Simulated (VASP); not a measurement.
# Sn (I4/mmm) in VASP: notebook, part 2 of 2

VASP 6.6.1. Earlier steps stand in the parts before.

### Step 3. Single point, PBEsol (strain -0.0300 x Voigt [1, 1, 0, 0, 0, 0])

Contents of INCAR:

```
SYSTEM = Sn
ALGO = Fast
EDIFF = 1E-6
ENCUT = 520
GGA = PS
ISIF = 2
ISMEAR = 0
LASPH = .TRUE.
LCHARG = .FALSE.
LREAL = .FALSE.
LWAVE = .FALSE.
NBANDS = 13
NELM = 60
PREC = Accurate
SIGMA = 0.15
```

Contents of KPOINTS:

```
k-points
0
G
  22 22 22
  0 0 0
```

Contents of POSCAR:

```
Sn
1.0
   -1.8162231710      1.8162231710      1.8723950216
    1.8162231710     -1.8162231710      1.8723950216
    1.8162231710      1.8162231710     -1.8723950216
Sn
1
Direct
    0.0000000000      0.0000000000      0.0000000000
```

Potentials or basis: VASP PAW PBE potentials, release 64 (Sn_d).

On the command line:

```sh
$ cat potpaw_PBE.64/Sn_d/POTCAR > POTCAR
$ mpirun -np 1 vasp_std > vasp.out
```

OUTCAR:

```text
SYSTEM = Sn
   EDIFF = 1E-6
   ENCUT = 520
   GGA = PS
   ISIF = 2
   ISMEAR = 0
   LASPH = .TRUE.
   LREAL = .FALSE.
   NELM = 60
   PREC = Accurate

 ion  position               nearest neighbor table
   1  0.000  0.000  0.000-

  LATTYP: Found a body centered tetragonal cell.
 ALAT       =     3.6324463420
 C/A-ratio  =     1.0309278350

  Lattice vectors:

 A1 = (  -1.8162231710,   1.8162231710,   1.8723950216)
 A2 = (   1.8162231710,  -1.8162231710,   1.8723950216)
 A3 = (   1.8162231710,   1.8162231710,  -1.8723950216)

Analysis of symmetry for initial positions (statically):
=====================================================================
 Subroutine PRICEL returns:
 Original cell was already a primitive cell.

 Routine SETGRP: Setting up the symmetry group for a
 body centered tetragonal supercell.

 Subroutine GETGRP returns: Found 16 space group operations
 (whereof 16 operations were pure point group operations)
 out of a pool of 16 trial point group operations.

[... 160 lines left out ...]

 E-fermi :   9.1169     XC(G=0): -10.9619

 val. band max:        9.1098015129   @ k =   0.4091   0.1818   0.0909
 cond. band min:       9.1334190788   @ k =  -0.3636   0.4545   0.3182
 fundamental gap:      0.0236175658
 Fermi energy:         9.1168825359

 k-point     1 :       0.0000    0.0000    0.0000
  band No.  band energies     occupation
      1     -12.3856      2.00000
      2     -12.3856      2.00000
      3     -12.3737      2.00000
      4     -12.2064      2.00000
      5     -12.1877      2.00000
      6      -2.6947      2.00000
      7      17.8746      0.00000
      8      18.0620      0.00000
      9      18.0620      0.00000
     10      21.1776      0.00000
     11      21.6229      0.00000
     12      21.6229      0.00000
     13      22.4189      0.00000
[... 354 lines left out ...]
  band No.  band energies     occupation
      1     -12.4361      2.00000
      2     -12.3624      2.00000
      3     -12.2190      2.00000
      4     -12.2005      2.00000
      5     -12.1013      2.00000
      6       1.6748      2.00000
      7       5.3054      2.00000
      8      13.0631      0.00000
      9      14.8648      0.00000
     10      18.0622      0.00000
     11      18.5476      0.00000
     12      23.4525      0.00000
     13      25.8703      0.00000

 [... further k-points ...]
[... 5 lines left out ...]
  --------------------------------------------------------------------------------------
  -------------------------------------------------------------------------------------
  Total        0.5463672      0.5463672      0.5347692      0.0000000     -0.0000000      0.0000000
  in kB       35.4322949     35.4322949     34.6801617      0.0000000     -0.0000000      0.0000000
  external PRESSURE =      35.1815839 kB  Pullay stress =       0.0000000 kB

 VOLUME and BASIS-vectors are now :
 -----------------------------------------------------------------------------
  energy-cutoff  :      520.00
  volume of cell :       24.71
      direct lattice vectors                 reciprocal lattice vectors
    -1.816223171  1.816223171  1.872395022     0.000000000  0.275296565  0.267037668
     1.816223171 -1.816223171  1.872395022     0.275296565  0.000000000  0.267037668
     1.816223171  1.816223171 -1.872395022     0.275296565  0.275296565  0.000000000

 POSITION                                       TOTAL-FORCE (eV/Angst)
 -----------------------------------------------------------------------------------
      0.00000      0.00000      0.00000         0.000000     -0.000000      0.000000
 -----------------------------------------------------------------------------------
    total drift:                               -0.000000      0.000000      0.000000

  FREE ENERGIE OF THE ION-ELECTRON SYSTEM (eV)
  ---------------------------------------------------
  free  energy   TOTEN  =        -4.2185234203 eV

  energy  without entropy=       -4.2128972235  energy(sigma->0) =       -4.21571032
```

OSZICAR:

```text
N       E                     dE             d eps       ncg     rms          rms(c)
DAV:   1     0.798098147538E+02    0.79810E+02   -0.71377E+03 22421   0.166E+03
DAV:   2     0.117051985278E+01   -0.78639E+02   -0.75999E+02 23254   0.342E+02
DAV:   3    -0.413765195979E+01   -0.53082E+01   -0.52850E+01 25878   0.717E+01
DAV:   4    -0.424074041130E+01   -0.10309E+00   -0.10307E+00 25435   0.106E+01
DAV:   5    -0.424410519809E+01   -0.33648E-02   -0.33647E-02 27486   0.189E+00    0.162E+00
RMM:   6    -0.422491874682E+01    0.19186E-01   -0.15996E-02 27573   0.171E+00    0.906E-01
RMM:   7    -0.421878234318E+01    0.61364E-02   -0.11232E-02 27239   0.129E+00    0.134E-01
RMM:   8    -0.421849085152E+01    0.29149E-03   -0.11002E-03 30843   0.434E-01    0.352E-02
RMM:   9    -0.421851978971E+01   -0.28938E-04   -0.31583E-04 34121   0.164E-01    0.296E-02
RMM:  10    -0.421852250401E+01   -0.27143E-05   -0.41985E-05 29366   0.942E-02    0.148E-02
RMM:  11    -0.421852291985E+01   -0.41584E-06   -0.22200E-05 32215   0.505E-02    0.328E-03
RMM:  12    -0.421852342035E+01   -0.50050E-06   -0.54459E-06 23602   0.219E-02
   1 F= -.42185234E+01 E0= -.42157103E+01  d E =-.562620E-02
```

stdout:

```text
POSCAR found type information on POSCAR Sn
 POSCAR found :  1 types and       1 ions
 scaLAPACK will be used
 -----------------------------------------------------------------------------
|                                                                             |
|                                                                             |
|     You enforced a specific xc type in the INCAR file but a different       |
|     I HOPE YOU KNOW WHAT YOU ARE DOING!                                     |
|                                                                             |
 -----------------------------------------------------------------------------

 LDA part: xc-table for (Slater+PW92), standard interpolation
 POSCAR, INCAR and KPOINTS ok, starting setup
 FFT: planning ... GRIDC
 FFT: planning ... GRID_SOFT
 FFT: planning ... GRID
 WAVECAR not read
 entering main loop
WARNING in EDDRMM: call to ZHEGV failed, returncode =   6  3     12
WARNING in EDDRMM: call to ZHEGV failed, returncode =   8  4     10
WARNING in EDDRMM: call to ZHEGV failed, returncode =   8  4     10
WARNING in EDDRMM: call to ZHEGV failed, returncode =   6  3     10
WARNING in EDDRMM: call to ZHEGV failed, returncode =   8  4     10
WARNING in EDDRMM: call to ZHEGV failed, returncode =   6  3     10
WARNING in EDDRMM: call to ZHEGV failed, returncode =   6  3     11
```

Wall time 2.4 min (1 thread of Intel Xeon Platinum 8259CL at 2.50GHz (Skylake/Cascade Lake), shared host); peak memory 0.34 GiB.

What came out:

```
Free energy            : -4.2185 eV
Pressure               : 3.5 GPa
Band gap on the k mesh : zero (bands 7 and 8 overlap by 11.47 eV)
```

Levels at points of the mesh, in eV from the Fermi level:
| k point | band 4 | band 5 | band 6 | band 7 | band 8 | band 9 | band 10 | band 11 |
| --- | --- | --- | --- | --- | --- | --- | --- | --- |
| (0.00, 0.00, 0.00) | -21.32 | -21.30 | -11.81 | 8.76 | 8.95 | 8.95 | 12.06 | 12.51 |
| (0.50, 0.00, 0.00) | -21.32 | -21.20 | -6.59 | -4.95 | 4.10 | 5.97 | 8.73 | 8.81 |
| (0.50, 0.50, 0.00) | -21.31 | -21.20 | -6.36 | -4.85 | 3.68 | 5.40 | 8.23 | 8.29 |
| (0.50, 0.50, 0.50) | -21.22 | -21.22 | -1.93 | -0.98 | -0.37 | -0.37 | 3.72 | 3.99 |

Caveat: the cell differs from its parent crystal (strain -0.0300 x Voigt [1, 1, 0, 0, 0, 0]); the cell stands under pressure; the PAW data sets were made with another functional, which shifts forces and pressure a little; spin-orbit coupling is left out, which moves the levels of the heavy elements.

### Step 4. Single point, PBEsol (strain -0.0200 x Voigt [1, 1, 0, 0, 0, 0])

Contents of INCAR:

```
ALGO     = Fast           # electronic algorithm
EDIFF    = 1E-6           # SCF threshold, eV
ENCUT    = 520            # plane-wave cutoff, eV
GGA      = PS             # functional
ISIF     = 2              # what is computed and relaxed
ISMEAR   = 0              # smearing method
LASPH    = T              # aspherical terms in the spheres
LCHARG   = F              # write CHGCAR
LREAL    = F              # projectors in reciprocal space
LWAVE    = F              # write WAVECAR
NBANDS   = 13             # bands
NELM     = 100            # most SCF steps
PREC     = Accurate       # precision mode
SIGMA    = 0.15           # smearing width, eV
```

Contents of KPOINTS:

```
k-points
0
Gamma
  22 22 22
```

Contents of POSCAR:

```
Sn
1.0
   -1.8349471212      1.8349471212      1.8723950216
    1.8349471212     -1.8349471212      1.8723950216
    1.8349471212      1.8349471212     -1.8723950216
Sn
1
Direct
    0.0000000000      0.0000000000      0.0000000000
```

On the command line:

```sh
$ cat potpaw_PBE.64/Sn_d/POTCAR > POTCAR
$ mpirun -np 1 vasp_std > vasp.out
```

Wall time 2.3 min (1 thread of Intel Xeon Platinum 8259CL at 2.50GHz (Skylake/Cascade Lake), shared host); peak memory 0.34 GiB.

Results (log left out):

* Free energy: -4.2276 eV
* Pressure: 2.1 GPa
* Band gap on the k mesh: zero (bands 7 and 8 overlap by 11.24 eV)

Levels at points of the mesh, in eV from the Fermi level:
```csv
k point,band 4,band 5,band 6,band 7,band 8,band 9,band 10,band 11
"(0.00, 0.00, 0.00)",-21.32,-21.30,-11.65,8.59,8.72,8.72,12.11,12.40
"(0.50, 0.00, 0.00)",-21.32,-21.21,-6.54,-4.83,3.97,5.83,8.53,8.67
"(0.50, 0.50, 0.00)",-21.31,-21.20,-6.40,-4.77,3.70,5.46,8.21,8.32
"(0.50, 0.50, 0.50)",-21.23,-21.23,-2.04,-0.82,-0.42,-0.42,3.75,3.94
```

Caveat: the cell differs from its parent crystal (strain -0.0200 x Voigt [1, 1, 0, 0, 0, 0]); the PAW data sets were made with another functional, which shifts forces and pressure a little; spin-orbit coupling is left out, which moves the levels of the heavy elements.

### Step 5. The runs side by side

| cell | gap on the mesh (eV) | pressure (GPa) |
| --- | --- | --- |
| a = 3.157 Å, angles 110.6, 110.6, 107.3°, 1 atom | none | 5.1 |
| a = 3.179 Å, angles 110.3, 110.3, 107.8°, 1 atom | none | 3.5 |
| a = 3.200 Å, angles 110.0, 110.0, 108.4°, 1 atom | none | 2.1 |

Alike in all rows: task single point; level PBEsol; potentials or basis VASP PAW PBE potentials, release 64 (Sn_d); no spin polarisation; k mesh 22 × 22 × 22; cutoff (eV) 520; smearing gaussian 0.15 eV.

Caveats: the PAW data sets were made with another functional, which shifts forces and pressure a little; spin-orbit coupling is left out, which moves the levels of the heavy elements; the cell stands under pressure (at least some runs).

Total energies depend on the potentials used, so only differences within one code and one set of settings carry meaning.

The gap in the log of VASP goes by the Fermi energy; the results here count the filled bands.